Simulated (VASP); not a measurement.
# IrO2 (P4_2/mnm) in VASP: a series of runs, part 2 of 2

VASP 6.6.1. The steps go on from the part before.

## (3) Single point, PBEsol

The COD entry that gives the cell may itself be a prediction, so a difference from it is no test against experiment.

INCAR reads:

```
PREC = Accurate
ENCUT = 600
EDIFF = 1E-6
ISMEAR = -1
SIGMA = 0.1
LREAL = False
LASPH = True
NELM = 120
ALGO = Normal
ISIF = 2
LWAVE = False
LCHARG = True
GGA = PS
LELF = True
LVHAR = True
NBANDS = 30
GGA_COMPAT = False
```

KPOINTS reads:

```
Automatic mesh
0
Gamma
  2 2 3
```

POSCAR reads:

```
IrO2
1.0
    4.5051000000      0.0000000000      0.0000000000
    0.0000000000      4.5051000000      0.0000000000
    0.0000000000      0.0000000000      3.1586000000
Ir O
2 4
Direct
    0.0000000000      0.0000000000      0.0000000000
    0.5000000000      0.5000000000      0.5000000000
    0.3077000000      0.3077000000      0.0000000000
    0.1923000000      0.8077000000      0.5000000000
    0.6923000000      0.6923000000      0.0000000000
    0.8077000000      0.1923000000      0.5000000000
```

Potentials or basis: VASP PAW PBE potentials, release 64 (Ir, O).

Launch:

```console
> cat potpaw_PBE.64/Ir/POTCAR potpaw_PBE.64/O/POTCAR > POTCAR
> mpirun -np 1 vasp_std > vasp.out
```

OUTCAR:

```text
PREC = Accurate
   ENCUT = 600
   EDIFF = 1E-6
   ISMEAR = -1
   LREAL = False
   LASPH = True
   NELM = 120
   ISIF = 2
   GGA = PS

 ion  position               nearest neighbor table
   1  0.000  0.000  0.000-   3 1.96   5 1.96   4 2.00   6 2.00   4 2.00   6 2.00
   2  0.500  0.500  0.500-   4 1.96   6 1.96   5 2.00   3 2.00   3 2.00   5 2.00
   3  0.308  0.308  0.000-   1 1.96   2 2.00   2 2.00
   4  0.192  0.808  0.500-   2 1.96   1 2.00   1 2.00
   5  0.692  0.692  0.000-   1 1.96   2 2.00   2 2.00
   6  0.808  0.192  0.500-   2 1.96   1 2.00   1 2.00

  LATTYP: Found a simple tetragonal cell.
 ALAT       =     4.5051000000
 C/A-ratio  =     0.7011165124

  Lattice vectors:

 A1 = (   4.5051000000,   0.0000000000,   0.0000000000)
 A2 = (   0.0000000000,   4.5051000000,   0.0000000000)
 A3 = (   0.0000000000,   0.0000000000,   3.1586000000)

Analysis of symmetry for initial positions (statically):
=====================================================================
 Subroutine PRICEL returns:
 Original cell was already a primitive cell.

 Routine SETGRP: Setting up the symmetry group for a
 simple tetragonal supercell.

 Subroutine GETGRP returns: Found 16 space group operations
 (whereof  8 operations were pure point group operations)
 out of a pool of 16 trial point group operations.

The static configuration has the point symmetry D_2h.
 The point group associated with its full space group is D_4h.

Analysis of symmetry for dynamics (positions and initial velocities):
=====================================================================
 Subroutine PRICEL returns:
 Original cell was already a primitive cell.

 Routine SETGRP: Setting up the symmetry group for a
 simple tetragonal supercell.

 Subroutine GETGRP returns: Found 16 space group operations
 (whereof  8 operations were pure point group operations)
 out of a pool of 16 trial point group operations.

The dynamic configuration has the point symmetry D_2h.
 The point group associated with its full space group is D_4h.

 Subroutine INISYM returns: Found 16 space group operations
 (whereof  8 operations are pure point group operations),
 and found     1 'primitive' translations

----------------------------------------------------------------------------------------

                                     Primitive cell

  volume of cell :      64.1067

  direct lattice vectors                    reciprocal lattice vectors
     4.505100000  0.000000000  0.000000000     0.221970655  0.000000000  0.000000000
     0.000000000  4.505100000  0.000000000     0.000000000  0.221970655  0.000000000
     0.000000000  0.000000000  3.158600000     0.000000000  0.000000000  0.316595960

  length of vectors
     4.505100000  4.505100000  3.158600000     0.221970655  0.221970655  0.316595960

  position of ions in fractional coordinates (direct lattice)
     0.000000000  0.000000000  0.000000000
     0.500000000  0.500000000  0.500000000
     0.307700000  0.307700000  0.000000000
     0.192300000  0.807700000  0.500000000
     0.692300000  0.692300000  0.000000000
     0.807700000  0.192300000  0.500000000

  ion indices of the primitive-cell ions
   primitive index   ion index
[... 29 lines left out ...]
 ===========================================

 Found      6 irreducible k-points:

 Following reciprocal coordinates:
            Coordinates               Weight
  0.000000  0.000000  0.000000      1.000000
  0.500000  0.000000  0.000000      2.000000
  0.500000  0.500000  0.000000      1.000000
  0.000000  0.000000  0.333333      2.000000
  0.500000  0.000000  0.333333      4.000000
  0.500000  0.500000  0.333333      2.000000
   k-points           NKPTS =      6   k-points in BZ     NKDIM =      6   number of bands    NBANDS=     30
   number of dos      NEDOS =    301   number of ions     NIONS =      6
   total plane-waves  NPLWV =  36288
   dimension x,y,z NGX =    36 NGY =   36 NGZ =   28
   dimension x,y,z NGXF=    72 NGYF=   72 NGZF=   56
   ions per type =               2   4
   NGX,Y,Z   is equivalent  to a cutoff of  13.28, 13.28, 14.74 a.u.
   NGXF,Y,Z  is equivalent  to a cutoff of  26.57, 26.57, 29.47 a.u.
 SYSTEM =  unknown system
   PREC   = accura    normal or accurate (medium, high low for compatibility)
   ISTART =      0    job   : 0-new  1-cont  2-samecut
   ICHARG =      2    charge: 1-file 2-atom 10-const
   ISPIN  =      1    spin polarized calculation?
   LNONCOLLINEAR =      F non collinear calculations
   LSORBIT =      F    spin-orbit coupling
   LASPH  =      T    aspherical Exc in radial PAW
   ENCUT  =  600.0 eV  44.10 Ry    6.64 a.u.   9.00  9.00  6.31*2*pi/ulx,y,z
   NELM   =    120;   NELMIN=  2; NELMDL= -5     # of ELM steps
   EDIFF  = 0.1E-05   stopping-criterion for ELM
   LREAL  =      F    real-space projection
   EDIFFG = 0.1E-04   stopping-criterion for IOM
   NSW    =      0    number of steps for IOM
   IBRION =     -1    ionic relax: 0-MD 1-quasi-New 2-CG
   NFREE  =      0    steps in history (QN), initial steepest desc. (CG)
   ISIF   =      2    stress and relaxation
   ISYM   =      2    0-nonsym 1-usesym 2-fastsym
   POTIM  = 0.5000    time-step for ionic-motion
   TEBEG  =    0.0;   TEEND  =   0.0 temperature during run
   PSTRESS=    0.0 pullay stress
   NELECT =      42.0000    total number of electrons
   NUPDOWN=      -1.0000    fix difference up-down
   EMIN   =  10.00;   EMAX   =-10.00  energy-range for DOS
   EFERMI =   0.00;   METHOD = LEGACY
   ISMEAR =    -1;   SIGMA  =   0.10  broadening in eV -4-tet -1-fermi 0-gaus
   EFERMI_NEDOS =   21; number of points for ismear=-14 and -15
   IALGO  =     38    algorithm
   IMIX   =      4    mixing-type and parameters
     AMIX     =   0.40;   BMIX     =  1.00
     AMIX_MAG =   1.60;   BMIX_MAG =  1.00
  volume/ion in A,a.u.               =      10.68        72.10
  Fermi-wavevector in a.u.,A,eV,Ry     =   1.421860  2.686925 27.506696  2.021685
  Thomas-Fermi vector in A             =   2.542625
   LORBIT       =      0    0 simple, 1 ext, 2 COOP (PROOUT), +10 PAW based schemes
   GGA     = PS    functional components
   LHFCALC =     F    Hartree Fock is set to
   AEXX    =    0.0000 exact exchange contribution
   IVDW    =     0    specifies the selected vdW correction
   LEPSILON=     F    determine dielectric tensor
   LRPA    =     F    only Hartree local field effects (RPA)
 non-spin polarized calculation
  energy-cutoff  :      600.00
  volume of cell :       64.11
 maximum number of plane-waves:      2168
 NGX is ok and might be reduce to    36
   NGX = 17   NGY = 17   NGZ = 13

 number of electron      41.9999996 magnetization

 Free energy of the ion-electron system (eV)
  ---------------------------------------------------
  ext. energy  EPLUGINS =         0.00000000
  ---------------------------------------------------
  free energy    TOTEN  =       -45.47879594 eV

  energy without entropy =      -45.37459228  energy(sigma->0) =      -45.42669411

 E-fermi :   6.0898     XC(G=0): -12.2620

 val. band max:        5.8529119409   @ k =   0.0000   0.0000   0.3333
 cond. band min:       6.2719679522   @ k =   0.5000   0.5000   0.0000
 fundamental gap:      0.4190560112
 Fermi energy:         6.0897610515

 k-point     1 :       0.0000    0.0000    0.0000
  band No.  band energies     occupation
      1     -15.1231      2.00000
      2     -13.8863      2.00000
      3     -12.8104      2.00000
      4     -12.8104      2.00000
      5      -3.8654      2.00000
      6      -3.6079      2.00000
[... 187 lines left out ...]
     29      15.5727      0.00000
     30      15.5727      0.00000

------------------------ aborting loop because EDIFF is reached ----------------------------------------

  FORCE on cell =-STRESS in cart. coord.  units (eV):
  Direction    XX          YY          ZZ          XY          YZ          ZX
  --------------------------------------------------------------------------------------
  -------------------------------------------------------------------------------------
  Total       -0.9733084     -0.9733084      0.0110933     -0.0000000      0.0000000      0.0000000
  in kB      -24.3252640    -24.3252640      0.2772484     -0.0000000      0.0000000      0.0000000
  external PRESSURE =     -16.1244266 kB  Pullay stress =       0.0000000 kB

 VOLUME and BASIS-vectors are now :
 -----------------------------------------------------------------------------
  energy-cutoff  :      600.00
  volume of cell :       64.11
      direct lattice vectors                 reciprocal lattice vectors
     4.505100000  0.000000000  0.000000000     0.221970655  0.000000000  0.000000000
     0.000000000  4.505100000  0.000000000     0.000000000  0.221970655  0.000000000
     0.000000000  0.000000000  3.158600000     0.000000000  0.000000000  0.316595960

 POSITION                                       TOTAL-FORCE (eV/Angst)
 -----------------------------------------------------------------------------------
      0.00000      0.00000      0.00000         0.000000      0.000000      0.000000
      2.25255      2.25255      1.57930         0.000000      0.000000      0.000000
      1.38622      1.38622      0.00000         0.006309      0.006309      0.000000
      0.86633      3.63877      1.57930        -0.006309      0.006309      0.000000
      3.11888      3.11888      0.00000        -0.006309     -0.006309      0.000000
      3.63877      0.86633      1.57930         0.006309     -0.006309      0.000000
 -----------------------------------------------------------------------------------
    total drift:                                0.000000     -0.000000     -0.000000

  FREE ENERGIE OF THE ION-ELECTRON SYSTEM (eV)
  ---------------------------------------------------
  free  energy   TOTEN  =       -45.4787959359 eV

  energy  without entropy=      -45.3745922837  energy(sigma->0) =      -45.42669411
```

Wall time 14 s (1 thread of AMD EPYC 7R13 (Zen 3), shared host); peak memory 0.16 GiB.

Results:

| Property | Result |
| --- | --- |
| Free energy | -45.4788 eV |
| Pressure | -1.6 GPa |
| Largest force | 0.009 eV/Å |
| Band gap on the k mesh | zero (band 21 reaches 6.29 eV, above the bottom of band 22 at 5.25 eV) |

Forces on the atoms (eV/Å):
```
Ir   0.000  0.000  0.000
Ir   0.000  0.000  0.000
O    0.006  0.006  0.000
O   -0.006  0.006  0.000
O   -0.006 -0.006  0.000
O    0.006 -0.006  0.000
```

Stress tensor (GPa, compression positive):
```
-2.43  0.00  0.00
 0.00 -2.43  0.00
 0.00  0.00  0.03
```

Caveat: the k points lie up to 0.70 Å⁻¹ apart; the PAW data sets were made with another functional, which shifts forces and pressure a little; spin-orbit coupling is left out, which moves the levels of the heavy elements.

## (4) Single point, PBEsol

INCAR reads:

```
ALGO = Normal
EDIFF = 1E-6
ENCUT = 600
GGA = PS
GGA_COMPAT = False
ISIF = 2
ISMEAR = -1
LASPH = True
LCHARG = False
LREAL = False
LWAVE = False
NBANDS = 30
NELM = 120
PREC = Accurate
SIGMA = 0.1
```

KPOINTS reads:

```
k-points
0
Gamma
  3 3 4
```

POSCAR is that of step 3.

Launch:

```console
> cat potpaw_PBE.64/Ir/POTCAR potpaw_PBE.64/O/POTCAR > POTCAR
> mpirun -np 1 vasp_std > vasp.out
```

It took 17 s on 1 thread of AMD EPYC 7R13 (Zen 3), shared host; peak memory 0.16 GiB.

Results (log left out):

* Free energy: -45.6321 eV
* Pressure: -2.1 GPa
* Largest force: 0.140 eV/Å
* Band gap on the k mesh: zero (band 21 reaches 6.55 eV, above the bottom of band 22 at 5.99 eV)

Forces in eV/Å, atoms in the order of the input:
```
Ir   0.000  0.000  0.000
Ir   0.000  0.000  0.000
O    0.099  0.099  0.000
O   -0.099  0.099  0.000
O   -0.099 -0.099  0.000
O    0.099 -0.099  0.000
```

Stress tensor (GPa, compression positive):
```
-2.19  0.00  0.00
 0.00 -2.19  0.00
 0.00  0.00 -1.94
```

Levels at points of the mesh, in eV from the Fermi level:
```tsv
k point	band 17	band 18	band 19	band 20	band 21	band 22	band 23	band 24	band 25	band 26
(0.00, 0.00, 0.00)	-2.43	-2.43	-2.37	-2.26	-2.25	0.73	1.27	4.11	4.12	4.12
(0.00, 0.00, 0.50)	-1.86	-1.86	-0.67	-0.67	0.28	0.28	2.28	2.28	2.74	2.74
```

Caveat: the k points lie up to 0.50 Å⁻¹ apart; the PAW data sets were made with another functional, which shifts forces and pressure a little; spin-orbit coupling is left out, which moves the levels of the heavy elements.

## (5) Single point, PBEsol

INCAR reads:

```
SYSTEM = IrO2
PREC     = Accurate       ! precision mode
ENCUT    = 600            ! plane-wave cutoff, eV
EDIFF    = 1E-6           ! SCF threshold, eV
ISMEAR   = -1             ! smearing method
SIGMA    = 0.1            ! smearing width, eV
LREAL    = .FALSE.        ! projectors in reciprocal space
LASPH    = .TRUE.         ! aspherical terms in the spheres
NELM     = 120            ! most SCF steps
ALGO     = Normal         ! electronic algorithm
ISIF     = 2              ! what is computed and relaxed
LWAVE    = .FALSE.        ! write WAVECAR
LCHARG   = .FALSE.        ! write CHGCAR
GGA      = PS             ! functional
NBANDS   = 30             ! bands
GGA_COMPAT= .FALSE.
```

KPOINTS reads:

```
Automatic mesh
0
G
  4 4 6
  0 0 0
```

POSCAR is that of step 4.

Launch:

```console
> cat potpaw_PBE.64/Ir/POTCAR potpaw_PBE.64/O/POTCAR > POTCAR
> mpirun -np 1 vasp_std > vasp.out
```

Wall time 37 s (1 thread of AMD EPYC 7R13 (Zen 3), shared host); peak memory 0.18 GiB.

Results (log left out):

| Item | Value |
| --- | --- |
| Free energy | -45.6070 eV |
| Pressure | -1.9 GPa |
| Largest force | 0.150 eV/Å |
| Band gap on the k mesh | zero (band 21 reaches 6.59 eV, above the bottom of band 22 at 5.25 eV) |

Forces on the atoms (eV/Å):
```
Ir   0.000  0.000  0.000
Ir   0.000  0.000  0.000
O    0.106  0.106  0.000
O   -0.106  0.106  0.000
O   -0.106 -0.106  0.000
O    0.106 -0.106  0.000
```

Stress tensor (GPa, compression positive):
```
-2.12  0.00  0.00
 0.00 -2.12  0.00
 0.00  0.00 -1.41
```

Levels at points of the mesh, in eV from the Fermi level:
| k point | band 19 | band 20 | band 21 | band 22 | band 23 | band 24 |
| --- | --- | --- | --- | --- | --- | --- |
| (0.00, 0.00, 0.00) | -2.37 | -2.28 | -2.26 | 0.72 | 1.26 | 4.09 |
| (0.50, 0.00, 0.00) | -1.29 | -1.29 | -0.29 | -0.29 | 3.50 | 3.50 |
| (0.50, 0.50, 0.00) | -2.41 | -2.41 | 0.22 | 0.22 | 2.46 | 2.46 |
| (0.00, 0.00, 0.50) | -0.68 | -0.68 | 0.26 | 0.26 | 2.26 | 2.26 |
| (0.50, 0.00, 0.50) | -1.76 | -1.76 | 0.54 | 0.54 | 1.10 | 1.10 |
| (0.50, 0.50, 0.50) | -1.21 | -1.21 | -0.51 | -0.51 | 2.22 | 2.22 |

Caveat: the PAW data sets were made with another functional, which shifts forces and pressure a little; spin-orbit coupling is left out, which moves the levels of the heavy elements.

## (6) Overview

| k mesh | gap on the mesh (eV) | pressure (GPa) | largest force (eV/Å) |
| --- | --- | --- | --- |
| 2 × 2 × 2 | none | -5.2 | 0.92 |
| 2 × 2 × 3 | none | -1.6 | 0.01 |
| 3 × 3 × 4 | none | -2.1 | 0.14 |
| 4 × 4 × 6 | none | -1.9 | 0.15 |

Alike in all rows: task single point; level PBEsol; potentials or basis VASP PAW PBE potentials, release 64 (Ir, O); no spin polarisation; cell as given; cutoff (eV) 600; smearing fermi-dirac 0.1 eV.

Caveats: some runs use coarse meshes; the PAW data sets were made with another functional, which shifts forces and pressure a little; spin-orbit coupling is left out, which moves the levels of the heavy elements.

Total energies depend on the potentials used, so only differences within one code and one set of settings carry meaning.
